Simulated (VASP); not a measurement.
# TaTi in VASP: a series of runs, part 2 of 2

VASP 6.6.1. The steps go on from the part before.

**3. Single point, LDA**

INCAR

```
PREC     = Accurate       # precision mode
ENCUT    = 520            # plane-wave cutoff, eV
EDIFF    = 1E-6           # SCF threshold, eV
ISMEAR   = 1              # smearing method
SIGMA    = 0.1            # smearing width, eV
LREAL    = F              # projectors in reciprocal space
LASPH    = T              # aspherical terms in the spheres
NELM     = 60             # most SCF steps
ALGO     = Normal         # electronic algorithm
ISIF     = 2              # what is computed and relaxed
LWAVE    = F              # write WAVECAR
LCHARG   = T              # write CHGCAR
LDIPOL   = T            
IDIPOL   = 3            
DIPOL    = 0.5 0.5 0.500
LELF     = T              # ELF
LVHAR    = T            
LVACPOTAV= T            
EFIELD   = -0.1         
NBANDS   = 31             # bands
```

KPOINTS

```
Automatic mesh
0
Gamma
  6 4 1
```

POSCAR

```
TaTi
1.0
    2.8186442540      0.0000000000      0.0000000000
    0.0000000000      4.6841286900      0.0000000000
    0.0000000000      0.0000000000     15.9928981938
Ti Ta
2 2
Direct
    0.3356028989      0.5000000000      0.4583888408
    0.0068086968      0.5000000000      0.6248334775
    0.0000000000      0.0000000000      0.3751665225
    0.6712057978      0.0000000000      0.5416111592
```

Potentials or basis: VASP PAW LDA potentials, release 64 (Ti_sv, Ta_pv).

Command:

```
cat potpaw_LDA.64/Ti_sv/POTCAR potpaw_LDA.64/Ta_pv/POTCAR > POTCAR
mpirun -np 1 vasp_std > vasp.out
```

Wall time 1.9 min (1 thread of AMD EPYC 7R13 (Zen 3), shared host); peak memory 0.25 GiB.

The run converged. Its results:

* Free energy: -37.7242 eV
* Largest force: 1.847 eV/Å
* Band gap on the k mesh: zero (bands 23 and 24 overlap by 0.19 eV)

Forces in eV/Å, atoms in the order of the input:
```
Ti   0.433  0.000  0.571
Ti   0.203  0.000 -1.041
Ta  -0.417  0.000  1.800
Ta  -0.220  0.000 -1.329
```

Levels at points of the mesh, in eV from the Fermi level:
```tsv
k point	band 21	band 22	band 23	band 24	band 25	band 26
(0.00, 0.00, 0.00)	-0.94	-0.44	-0.28	0.10	0.25	0.44
(0.50, 0.00, 0.00)	-0.94	-0.84	-0.59	0.24	0.45	1.25
(0.00, 0.50, 0.00)	-0.84	-0.50	-0.30	0.01	0.01	0.24
(0.50, 0.50, 0.00)	-0.70	-0.32	0.19	0.36	0.97	1.03
```

Caveat: the k points lie up to 0.37 Å⁻¹ apart; spin-orbit coupling is left out, which moves the levels of the heavy elements.

**4. Single point, LDA**

INCAR

```
PREC = Accurate ; ENCUT = 520
EDIFF = 1E-6 ; ISMEAR = 1
SIGMA = 0.1 ; LREAL = F
LASPH = T ; NELM = 100
ALGO = Normal ; ISIF = 2
LWAVE = F ; LCHARG = F
LDIPOL = T ; IDIPOL = 3
DIPOL = 0.5 0.5 0.500 ; EFIELD = -0.2
NBANDS = 31
```

KPOINTS is that of step 3.

POSCAR is that of step 3.

Potentials or basis: VASP PAW LDA potentials, release 64 (Ti_sv, Ta_pv).

Command:

```
cat potpaw_LDA.64/Ti_sv/POTCAR potpaw_LDA.64/Ta_pv/POTCAR > POTCAR
mpirun -np 1 vasp_std > vasp.out
```

OUTCAR:

```text
PREC = Accurate
   ENCUT = 520
   EDIFF = 1E-6
   ISMEAR = 1
   LREAL = F
   LASPH = T
   NELM = 100
   ISIF = 2

 ion  position               nearest neighbor table
   1  0.336  0.500  0.458-   2 2.82   3 2.86   3 2.86   4 2.86   4 2.86
   2  0.007  0.500  0.625-   1 2.82   4 2.86   4 2.86
   3  0.000  0.000  0.375-   4 2.82   1 2.86   1 2.86   4 3.27
   4  0.671  0.000  0.542-   3 2.82   2 2.86   2 2.86   1 2.86   1 2.86   3 3.27

  LATTYP: Found a simple orthorhombic cell.
 ALAT       =     2.8186442540
 B/A-ratio  =     1.6618374892
 C/A-ratio  =     5.6739683169

[... 599 lines left out ...]
  -------------------------------------------------------------------------------------
  Total      -10.0498774     -9.0907619     -6.9817129      0.0000000      0.0000000      0.8000893
  in kB      -76.2561872    -68.9786368    -52.9756522      0.0000000      0.0000000      6.0708960
  external PRESSURE =     -66.0701587 kB  Pullay stress =       0.0000000 kB

 VOLUME and BASIS-vectors are now :
 -----------------------------------------------------------------------------
  energy-cutoff  :      520.00
  volume of cell :      211.15
      direct lattice vectors                 reciprocal lattice vectors
     2.818644254  0.000000000  0.000000000     0.354780494  0.000000000  0.000000000
     0.000000000  4.684128690  0.000000000     0.000000000  0.213486876  0.000000000
     0.000000000  0.000000000 15.992898194     0.000000000  0.000000000  0.062527754

 POSITION                                       TOTAL-FORCE (eV/Angst)
 -----------------------------------------------------------------------------------
      0.94595      2.34206      7.33097         0.435126      0.000000      0.567124
      0.01919      2.34206      9.99290         0.202167      0.000000     -1.036414
      0.00000      0.00000      6.00000        -0.417306      0.000000      1.804612
      1.89189      0.00000      8.66193        -0.219987      0.000000     -1.335321
 -----------------------------------------------------------------------------------
    total drift:                                0.000744      0.000000     -0.000508

  FREE ENERGIE OF THE ION-ELECTRON SYSTEM (eV)
  ---------------------------------------------------
  free  energy   TOTEN  =       -37.7365930394 eV

  energy  without entropy=      -37.7416115812  energy(sigma->0) =      -37.73826589

 vacuum level on the upper side and lower side of the slab         3.903         2.851
```

OSZICAR:

```text
N       E                     dE             d eps       ncg     rms          rms(c)
DAV:   1     0.431069712197E+03    0.43107E+03   -0.25101E+04   920   0.136E+03
DAV:   2     0.210493059686E+01   -0.42896E+03   -0.41738E+03   816   0.408E+02
DAV:   3    -0.387224050465E+02   -0.40827E+02   -0.39003E+02  1291   0.102E+02
DAV:   4    -0.440286918298E+02   -0.53063E+01   -0.52430E+01  1184   0.280E+01
[... 16 lines left out ...]
DAV:  21    -0.377365208184E+02   -0.22294E-03   -0.33750E-05   962   0.223E-02    0.109E-02
DAV:  22    -0.377365718329E+02   -0.51015E-04   -0.11930E-05   898   0.186E-02    0.394E-03
DAV:  23    -0.377365885925E+02   -0.16760E-04   -0.27719E-06   714   0.928E-03    0.256E-03
DAV:  24    -0.377365920880E+02   -0.34955E-05   -0.74985E-07   681   0.405E-03    0.109E-03
DAV:  25    -0.377365930394E+02   -0.95139E-06   -0.31422E-07   622   0.272E-03
   1 F= -.37736593E+02 E0= -.37738266E+02  d E =0.501854E-02
```

stdout:

```text
POSCAR found type information on POSCAR TiTa
 POSCAR found :  2 types and       4 ions
 scaLAPACK will be used
 LDA part: xc-table for (Slater(with rela. corr.)+CA(PZ))
 , standard interpolation
 POSCAR, INCAR and KPOINTS ok, starting setup
 FFT: planning ... GRIDC
 FFT: planning ... GRID_SOFT
 FFT: planning ... GRID
 WAVECAR not read
 entering main loop
```

Run time: 1.9 min. Hardware: 1 thread of AMD EPYC 7R13 (Zen 3), shared host; peak memory 0.25 GiB.

Results:

```
Free energy            : -37.7366 eV
Largest force          : 1.852 eV/Å
Band gap on the k mesh : zero (bands 23 and 24 overlap by 0.19 eV)
```

Forces on the atoms (eV/Å):
```
Ti   0.435  0.000  0.567
Ti   0.202  0.000 -1.036
Ta  -0.417  0.000  1.805
Ta  -0.220  0.000 -1.335
```

Caveat: the k points lie up to 0.37 Å⁻¹ apart; spin-orbit coupling is left out, which moves the levels of the heavy elements.

**5. Single point, LDA**

INCAR

```
PREC     = Accurate       # precision mode
ENCUT    = 520            # plane-wave cutoff, eV
EDIFF    = 1E-7           # SCF threshold, eV
ISMEAR   = 1              # smearing method
SIGMA    = 0.1            # smearing width, eV
LREAL    = False          # projectors in reciprocal space
LASPH    = True           # aspherical terms in the spheres
NELM     = 60             # most SCF steps
ALGO     = Normal         # electronic algorithm
ISIF     = 2              # what is computed and relaxed
LWAVE    = False          # write WAVECAR
LCHARG   = False          # write CHGCAR
LDIPOL   = True         
IDIPOL   = 3            
DIPOL    = 0.5 0.5 0.500
GGA      = CA             # functional
EFIELD   = -0.3         
NBANDS   = 31             # bands
```

KPOINTS is that of step 4.

POSCAR is that of step 4.

Command:

```
cat potpaw_LDA.64/Ti_sv/POTCAR potpaw_LDA.64/Ta_pv/POTCAR > POTCAR
mpirun -np 1 vasp_std > vasp.out
```

Wall time 1.9 min (1 thread of AMD EPYC 7R13 (Zen 3), shared host); peak memory 0.25 GiB.

It converged, with:

| Property | Result |
| --- | --- |
| Free energy | -37.7547 eV |
| Largest force | 1.856 eV/Å |
| Band gap on the k mesh | zero (bands 23 and 24 overlap by 0.19 eV) |

Forces in eV/Å, atoms in the order of the input:
```
Ti   0.438  0.000  0.564
Ti   0.201  0.000 -1.031
Ta  -0.418  0.000  1.809
Ta  -0.221  0.000 -1.341
```

Levels at points of the mesh, in eV from the Fermi level:
| k point | band 19 | band 20 | band 21 | band 22 | band 23 | band 24 | band 25 | band 26 | band 27 | band 28 |
| --- | --- | --- | --- | --- | --- | --- | --- | --- | --- | --- |
| (0.00, 0.00, 0.00) | -1.15 | -1.05 | -0.95 | -0.44 | -0.29 | 0.10 | 0.26 | 0.44 | 0.52 | 1.49 |
| (0.50, 0.00, 0.00) | -1.56 | -0.94 | -0.94 | -0.84 | -0.59 | 0.24 | 0.45 | 1.25 | 1.79 | 2.25 |
| (0.00, 0.50, 0.00) | -1.14 | -0.89 | -0.84 | -0.50 | -0.31 | 0.01 | 0.01 | 0.24 | 1.31 | 1.33 |
| (0.50, 0.50, 0.00) | -1.07 | -1.06 | -0.70 | -0.32 | 0.20 | 0.36 | 0.97 | 1.03 | 1.56 | 1.66 |

Caveat: the k points lie up to 0.37 Å⁻¹ apart; spin-orbit coupling is left out, which moves the levels of the heavy elements.

**6. The runs side by side**

```csv
electric field (eV/Å),gap on the mesh (eV),largest force (eV/Å)
-,none,1.84
-0.1 eV/Å,none,1.85
-0.2 eV/Å,none,1.85
-0.3 eV/Å,none,1.86
```

Alike in all rows: task single point; level LDA; potentials or basis VASP PAW LDA potentials, release 64 (Ti_sv, Ta_pv); no spin polarisation; cell as given; k mesh 6 × 4 × 1; cutoff (eV) 520; smearing methfessel-paxton 0.1 eV.

Caveats: all runs use coarse meshes; spin-orbit coupling is left out, which moves the levels of the heavy elements.

Total energies depend on the potentials used, so only differences within one code and one set of settings carry meaning.
